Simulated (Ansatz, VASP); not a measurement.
# One calculation of Te2Mo, two programs

```
Te Mo
1.0
     3.56126    0.00000    0.00000
    -1.78063    3.08414    0.00000
     0.00000    0.00000   17.52380
Te Mo
2 1
Direct
  0.33333 0.66667 0.89791
  0.33333 0.66667 0.10209
  0.00000 0.00000 0.00000
```

Alike in both runs: functional r2SCAN; k mesh 12 × 12 × 2; occupations gaussian, width 0.02 eV; no spin polarisation.

Ansatz relaxed the structure, and its values are those at the end. VASP's run is a single point on that final structure, the one shown.

|  | VASP | Ansatz |
| --- | --- | --- |
| version | VASP 6.6.1 | Ansatz 0.2.0 |
| potentials or method | VASP PAW PBE potentials, release 64 (Te, Mo_sv), cutoff 520 eV | scalar-relativistic, plane waves, PAW |
| valence electrons in the cell | 26 | 46 |

|  | VASP | Ansatz | Ansatz less VASP |
| --- | --- | --- | --- |
| gap on the k mesh at the Fermi level (eV) | 1.12 | 1.12 | -0.002 |
| least direct gap on the mesh (eV) | 1.12 | 1.12 | -0.002 |
| rms of the force components (eV/Å) | 0.013 | 0.000 | -0.0125 |

VASP's potentials were made for PBE, not for r2SCAN. VASP's potentials hold 26 valence electrons a cell and Ansatz's 46, so a difference there can come from the potentials and not from the codes. Ansatz's warnings: xc potential rough in thin density.

Spin-orbit coupling is off throughout.
